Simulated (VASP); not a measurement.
Here is a VASP 6.6.1 calculation.

The input POSCAR:

```
PbO
1.0
    4.0266141577      0.0000000000      0.0000000000
    0.0000000000      4.0266141577      0.0000000000
    0.0000000000      0.0000000000      5.3744192796
Pb O
2 2
Direct
    0.0000000000      0.5000000000      0.2231760842
    0.5000000000      0.0000000000      0.7768239158
    0.0000000000      0.0000000000      0.0000000000
    0.5000000000      0.5000000000      0.0000000000
```

INCAR.step1

```
SYSTEM = PbO
ALGO = Normal
EDIFF = 1E-4
ENCUT = 600
GGA = PE
ISMEAR = 0
LASPH = .TRUE.
LCHARG = .FALSE.
LREAL = .FALSE.
LWAVE = .TRUE.
NELM = 80
PREC = Accurate
SIGMA = 0.02
```

Contents of INCAR.step2:

```
SYSTEM = PbO
ALGO = Normal
EDIFF = 1E-6
EDIFFG = -0.01
ENCUT = 600
IBRION = 2
ISIF = 4
ISMEAR = 0
ISTART = 1
LASPH = .TRUE.
LCHARG = .FALSE.
LMIXTAU = .TRUE.
LREAL = .FALSE.
LWAVE = .FALSE.
METAGGA = R2SCAN
NELM = 80
NSW = 50
PREC = Accurate
SIGMA = 0.02
```

File KPOINTS:

```
k-points
0
G
  8 8 6
  0 0 0
```

Potentials or basis: VASP PAW PBE potentials, release 64 (Pb_d, O).

Launch:

```bash
$ cat potpaw_PBE.64/Pb_d/POTCAR potpaw_PBE.64/O/POTCAR > POTCAR
$ cp INCAR.step1 INCAR
$ mpirun -np 1 vasp_std > vasp.out
$ cp INCAR.step2 INCAR
$ mpirun -np 1 vasp_std > vasp.out
```

Problem. Predict the band gap on the k mesh.

Solution. 1.95 eV (least direct gap 2.42 eV).

Forces on the atoms (eV/Å):
```
Pb   0.000  0.000  0.005
Pb   0.000  0.000 -0.005
O    0.000  0.000  0.000
O    0.000  0.000  0.000
```

Caveat: the PAW data sets were made with another functional, which shifts forces and pressure a little; spin-orbit coupling is left out, which moves the levels of the heavy elements. A k mesh can miss the band edges.
